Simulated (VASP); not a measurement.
# YBiO2F2 (P-4m2) in VASP: single point with LDA

Aim: the single point of YBiO2F2 with LDA.

Program: VASP 6.6.1. These are calculated values, not measurements. Logs are shortened: lines on timing, memory, paths and dates and some standing lists are left out, and cuts for length are marked.

## 1. The cell of the first run

It takes space group P-4m2 (No. 115, tetragonal). The conventional cell has a = 3.928 Å, b = 3.928 Å, c = 5.615 Å, α = 90.00°, β = 90.00°, γ = 90.00°. Y (site symmetry -4m2) has 4 F at 2.32 Å and 4 O at 2.43 Å within 3.1 Å. Bi (site symmetry -4m2) has 4 O at 2.40 Å and 4 F at 2.52 Å within 3.2 Å. O (site symmetry 2mm) has 2 Bi at 2.40 Å and 2 Y at 2.43 Å and 6 F at 2.66 to 2.95 Å within 3.2 Å. Within 3.1 Å of F (site symmetry 2mm) lie 2 Y at 2.32 Å and 2 Bi at 2.52 Å and 6 O at 2.66 to 2.95 Å.

## 2. Single point, LDA

Contents of INCAR:

```
SYSTEM = YBiO2F2
PREC = Accurate
ENCUT = 600
EDIFF = 1E-6
ISMEAR = 0
SIGMA = 0.01
LREAL = .False.
LASPH = .True.
NELM = 120
ALGO = Normal
ISIF = 2
LWAVE = .False.
LCHARG = .True.
LELF = .True.
LVHAR = .True.
NBANDS = 35
GGA_COMPAT = .False.
```

Contents of KPOINTS:

```
Automatic mesh
0
Gamma
  4 4 3
  0.5 0.5 0.5
```

Contents of POSCAR:

```
YBiO2F2
1.0
    3.9284740000      0.0000000000      0.0000000000
    0.0000000000      3.9284740000      0.0000000000
    0.0000000000      0.0000000000      5.6148130000
Y Bi O F
1 1 2 2
Direct
    0.0000000000      0.0000000000      0.0000000000
    0.5000000000      0.5000000000      0.5000000000
    0.0000000000      0.5000000000      0.7456280000
    0.5000000000      0.0000000000      0.2543720000
    0.0000000000      0.5000000000      0.2196150000
    0.5000000000      0.0000000000      0.7803850000
```

Potentials or basis: VASP PAW LDA potentials, release 64 (Y_sv, Bi_d, O, F).

The run is started by

```sh
> cat potpaw_LDA.64/Y_sv/POTCAR potpaw_LDA.64/Bi_d/POTCAR potpaw_LDA.64/O/POTCAR potpaw_LDA.64/F/POTCAR > POTCAR
> mpirun -np 1 vasp_std > vasp.out
```

OUTCAR:

```text
SYSTEM = YBiO2F2
   PREC = Accurate
   ENCUT = 600
   EDIFF = 1E-6
   ISMEAR = 0
   LREAL = .False.
   LASPH = .True.
   NELM = 120
   ISIF = 2

 ion  position               nearest neighbor table
   1  0.000  0.000  0.000-   5 2.32   6 2.32   5 2.32   6 2.32   4 2.43   4 2.43   3 2.43   3 2.43
                             2 3.95   2 3.95   2 3.95   2 3.95   2 3.95   2 3.95   2 3.95   2 3.95
   2  0.500  0.500  0.500-   3 2.40   3 2.40   4 2.40   4 2.40   5 2.52   6 2.52   6 2.52   5 2.52
                             1 3.95   1 3.95   1 3.95   1 3.95   1 3.95   1 3.95   1 3.95   1 3.95
   3  0.000  0.500  0.746-   2 2.40   2 2.40   1 2.43   1 2.43
   4  0.500  0.000  0.254-   2 2.40   2 2.40   1 2.43   1 2.43
   5  0.000  0.500  0.220-   1 2.32   1 2.32   2 2.52   2 2.52
   6  0.500  0.000  0.780-   1 2.32   1 2.32   2 2.52   2 2.52

  LATTYP: Found a simple tetragonal cell.
 ALAT       =     3.9284740000
 C/A-ratio  =     1.4292605729

  Lattice vectors:

 A1 = (   3.9284740000,   0.0000000000,   0.0000000000)
 A2 = (   0.0000000000,   3.9284740000,   0.0000000000)
 A3 = (   0.0000000000,   0.0000000000,   5.6148130000)

Analysis of symmetry for initial positions (statically):
=====================================================================
 Subroutine PRICEL returns:
 Original cell was already a primitive cell.

 Routine SETGRP: Setting up the symmetry group for a
 simple tetragonal supercell.

 Subroutine GETGRP returns: Found  8 space group operations
 (whereof  8 operations were pure point group operations)
 out of a pool of 16 trial point group operations.

The static configuration has the point symmetry D_2d.

Analysis of symmetry for dynamics (positions and initial velocities):
=====================================================================
 Subroutine PRICEL returns:
 Original cell was already a primitive cell.

 Routine SETGRP: Setting up the symmetry group for a
 simple tetragonal supercell.

 Subroutine GETGRP returns: Found  8 space group operations
 (whereof  8 operations were pure point group operations)
 out of a pool of 16 trial point group operations.

The dynamic configuration has the point symmetry D_2d.

 Subroutine INISYM returns: Found  8 space group operations
 (whereof  8 operations are pure point group operations),
 and found     1 'primitive' translations

----------------------------------------------------------------------------------------

                                     Primitive cell

  volume of cell :      86.6529

  direct lattice vectors                    reciprocal lattice vectors
     3.928474000  0.000000000  0.000000000     0.254551767  0.000000000  0.000000000
     0.000000000  3.928474000  0.000000000     0.000000000  0.254551767  0.000000000
     0.000000000  0.000000000  5.614813000     0.000000000  0.000000000  0.178100321

  length of vectors
     3.928474000  3.928474000  5.614813000     0.254551767  0.254551767  0.178100321

  position of ions in fractional coordinates (direct lattice)
     0.000000000  0.000000000  0.000000000
     0.500000000  0.500000000  0.500000000
     0.000000000  0.500000000  0.745628000
     0.500000000  0.000000000  0.254372000
     0.000000000  0.500000000  0.219615000
     0.500000000  0.000000000  0.780385000

  ion indices of the primitive-cell ions
   primitive index   ion index
                 1           1
                 2           2
                 3           3
                 4           4
                 5           5
                 6           6

----------------------------------------------------------------------------------------

 KPOINTS: Automatic mesh

Automatic generation of k-mesh.
 Grid dimensions read from file:
 generate k-points for:    4    4    3

 Generating k-lattice:

  Cartesian coordinates                     Fractional coordinates (reciprocal lattice)
     0.063637942  0.000000000  0.000000000     0.250000000  0.000000000  0.000000000
     0.000000000  0.063637942  0.000000000     0.000000000  0.250000000  0.000000000
     0.000000000  0.000000000  0.059366774     0.000000000  0.000000000  0.333333333

  Length of vectors
     0.063637942  0.063637942  0.059366774

  Shift w.r.t. Gamma in fractional coordinates (k-lattice)
     0.500000000  0.500000000  0.500000000

 Subroutine IBZKPT returns following result:
 ===========================================

 Found      6 irreducible k-points:

 Following reciprocal coordinates:
            Coordinates               Weight
  0.125000  0.125000  0.166667      8.000000
  0.375000  0.125000  0.166667     16.000000
  0.375000  0.375000  0.166667      8.000000
  0.125000  0.125000  0.500000      4.000000
  0.375000  0.125000  0.500000      8.000000
  0.375000  0.375000  0.500000      4.000000
   k-points           NKPTS =      6   k-points in BZ     NKDIM =      6   number of bands    NBANDS=     35
   number of dos      NEDOS =    301   number of ions     NIONS =      6
   total plane-waves  NPLWV =  49152
   dimension x,y,z NGX =    32 NGY =   32 NGZ =   48
   dimension x,y,z NGXF=    64 NGYF=   64 NGZF=   96
   ions per type =               1   1   2   2
   NGX,Y,Z   is equivalent  to a cutoff of  13.54, 13.54, 14.21 a.u.
   NGXF,Y,Z  is equivalent  to a cutoff of  27.08, 27.08, 28.42 a.u.
 SYSTEM =  YBiO2F2
   PREC   = accura    normal or accurate (medium, high low for compatibility)
   ISTART =      0    job   : 0-new  1-cont  2-samecut
   ICHARG =      2    charge: 1-file 2-atom 10-const
   ISPIN  =      1    spin polarized calculation?
   LNONCOLLINEAR =      F non collinear calculations
   LSORBIT =      F    spin-orbit coupling
   LASPH  =      T    aspherical Exc in radial PAW
   ENCUT  =  600.0 eV  44.10 Ry    6.64 a.u.   7.85  7.85 11.21*2*pi/ulx,y,z
   NELM   =    120;   NELMIN=  2; NELMDL= -5     # of ELM steps
   EDIFF  = 0.1E-05   stopping-criterion for ELM
   LREAL  =      F    real-space projection
   EDIFFG = 0.1E-04   stopping-criterion for IOM
   NSW    =      0    number of steps for IOM
   IBRION =     -1    ionic relax: 0-MD 1-quasi-New 2-CG
   NFREE  =      0    steps in history (QN), initial steepest desc. (CG)
   ISIF   =      2    stress and relaxation
   ISYM   =      2    0-nonsym 1-usesym 2-fastsym
   POTIM  = 0.5000    time-step for ionic-motion
   TEBEG  =    0.0;   TEEND  =   0.0 temperature during run
   PSTRESS=    0.0 pullay stress
   NELECT =      52.0000    total number of electrons
   NUPDOWN=      -1.0000    fix difference up-down
   EMIN   =  10.00;   EMAX   =-10.00  energy-range for DOS
   EFERMI =   0.00;   METHOD = LEGACY
   ISMEAR =     0;   SIGMA  =   0.01  broadening in eV -4-tet -1-fermi 0-gaus
   EFERMI_NEDOS =   21; number of points for ismear=-14 and -15
   IALGO  =     38    algorithm
   IMIX   =      4    mixing-type and parameters
     AMIX     =   0.40;   BMIX     =  1.00
     AMIX_MAG =   1.60;   BMIX_MAG =  1.00
  volume/ion in A,a.u.               =      14.44        97.46
  Fermi-wavevector in a.u.,A,eV,Ry     =   1.380856  2.609439 25.943074  1.906762
  Thomas-Fermi vector in A             =   2.505694
   LORBIT       =      0    0 simple, 1 ext, 2 COOP (PROOUT), +10 PAW based schemes
   GGA     = CA    functional components
   LHFCALC =     F    Hartree Fock is set to
   AEXX    =    0.0000 exact exchange contribution
   IVDW    =     0    specifies the selected vdW correction
   LEPSILON=     F    determine dielectric tensor
   LRPA    =     F    only Hartree local field effects (RPA)
 non-spin polarized calculation
 Gauss-broadening in eV      SIGMA  =   0.01
  energy-cutoff  :      600.00
  volume of cell :       86.65
 maximum number of plane-waves:      2910
 NGX is ok and might be reduce to    32
   NGX = 15   NGY = 15   NGZ = 23

 number of electron      51.9999968 magnetization

 Free energy of the ion-electron system (eV)
  ---------------------------------------------------
  ext. energy  EPLUGINS =         0.00000000
  ---------------------------------------------------
  free energy    TOTEN  =       -44.66011661 eV

  energy without entropy =      -44.66011661  energy(sigma->0) =      -44.66011661

 E-fermi :   3.9752     XC(G=0): -10.9597

 val. band max:        3.8843197639   @ k =   0.3750   0.3750   0.5000
 cond. band min:       6.6760890423   @ k =   0.1250   0.1250   0.5000
 fundamental gap:      2.7917692785
 Fermi energy:         3.9751711442

 k-point     1 :       0.1250    0.1250    0.1667
  band No.  band energies     occupation
      1     -37.1569      2.00000
      2     -19.6492      2.00000
      3     -19.3263      2.00000
      4     -18.3039      2.00000
      5     -18.2513      2.00000
      6     -18.2343      2.00000
[... 27 lines left out ...]
     34      11.5623      0.00000
     35      11.7465      0.00000

 k-point     2 :       0.3750    0.1250    0.1667
  band No.  band energies     occupation
      1     -37.1478      2.00000
      2     -19.7111      2.00000
      3     -19.5045      2.00000
      4     -18.2834      2.00000
      5     -18.2467      2.00000
      6     -18.2402      2.00000
[... 27 lines left out ...]
     34      11.6721      0.00000
     35      12.0880      0.00000

 k-point     3 :       0.3750    0.3750    0.1667
  band No.  band energies     occupation
      1     -37.1387      2.00000
      2     -19.7228      2.00000
      3     -19.6834      2.00000
      4     -18.2682      2.00000
      5     -18.2509      2.00000
      6     -18.2425      2.00000
[... 27 lines left out ...]
     34      11.4879      0.00000
     35      12.4833      0.00000

 k-point     4 :       0.1250    0.1250    0.5000
  band No.  band energies     occupation
      1     -37.1569      2.00000
      2     -19.6426      2.00000
      3     -19.3500      2.00000
      4     -18.2887      2.00000
      5     -18.2519      2.00000
      6     -18.2432      2.00000
[... 27 lines left out ...]
     34      11.7418      0.00000
     35      12.2101      0.00000

 k-point     5 :       0.3750    0.1250    0.5000
  band No.  band energies     occupation
      1     -37.1478      2.00000
      2     -19.6990      2.00000
      3     -19.5057      2.00000
      4     -18.2882      2.00000
      5     -18.2428      2.00000
      6     -18.2405      2.00000
[... 27 lines left out ...]
     34      11.6122      0.00000
     35      12.9532      0.00000

 k-point     6 :       0.3750    0.3750    0.5000
  band No.  band energies     occupation
      1     -37.1387      2.00000
      2     -19.7287      2.00000
      3     -19.6962      2.00000
      4     -18.2536      2.00000
      5     -18.2489      2.00000
      6     -18.2335      2.00000
[... 27 lines left out ...]
     34      11.2675      0.00000
     35      11.6676      0.00000

------------------------ aborting loop because EDIFF is reached ----------------------------------------

  FORCE on cell =-STRESS in cart. coord.  units (eV):
  Direction    XX          YY          ZZ          XY          YZ          ZX
  --------------------------------------------------------------------------------------
  -------------------------------------------------------------------------------------
  Total       -5.1345359     -5.1345359     -4.8629099      0.0000000      0.0000000      0.0000000
  in kB      -94.9355154    -94.9355154    -89.9132593      0.0000000      0.0000000      0.0000000
  external PRESSURE =     -93.2614301 kB  Pullay stress =       0.0000000 kB

 VOLUME and BASIS-vectors are now :
 -----------------------------------------------------------------------------
  energy-cutoff  :      600.00
  volume of cell :       86.65
      direct lattice vectors                 reciprocal lattice vectors
     3.928474000  0.000000000  0.000000000     0.254551767  0.000000000  0.000000000
     0.000000000  3.928474000  0.000000000     0.000000000  0.254551767  0.000000000
     0.000000000  0.000000000  5.614813000     0.000000000  0.000000000  0.178100321

 POSITION                                       TOTAL-FORCE (eV/Angst)
 -----------------------------------------------------------------------------------
      0.00000      0.00000      0.00000        -0.000000     -0.000000      0.000000
      1.96424      1.96424      2.80741        -0.000000      0.000000      0.000000
      0.00000      1.96424      4.18656        -0.000000     -0.000000      0.070712
      1.96424      0.00000      1.42825         0.000000     -0.000000     -0.070712
      0.00000      1.96424      1.23310        -0.000000     -0.000000     -0.194378
      1.96424      0.00000      4.38172        -0.000000     -0.000000      0.194378
 -----------------------------------------------------------------------------------
    total drift:                                0.000000      0.000000      0.000000

  FREE ENERGIE OF THE ION-ELECTRON SYSTEM (eV)
  ---------------------------------------------------
  free  energy   TOTEN  =       -44.6601166086 eV

  energy  without entropy=      -44.6601166086  energy(sigma->0) =      -44.66011661
```

It took 14 s on 1 thread of Intel Xeon 6975P-C (Granite Rapids), shared host; peak memory 0.2 GiB.

What came out:

| Quantity | Value |
| --- | --- |
| Free energy | -44.6601 eV |
| Pressure | -9.3 GPa |
| Largest force | 0.194 eV/Å |
| Band gap on the k mesh | 2.79 eV (least direct gap 3.37 eV) |

Forces on the atoms (eV/Å):
```
Y    0.000  0.000  0.000
Bi   0.000  0.000  0.000
O    0.000  0.000  0.071
O    0.000  0.000 -0.071
F    0.000  0.000 -0.194
F    0.000  0.000  0.194
```

Caveat: the cell stands under tension; spin-orbit coupling is left out, which moves the levels of the heavy elements; a shifted mesh leaves out Γ, where band edges can lie. A k mesh can miss the band edges.
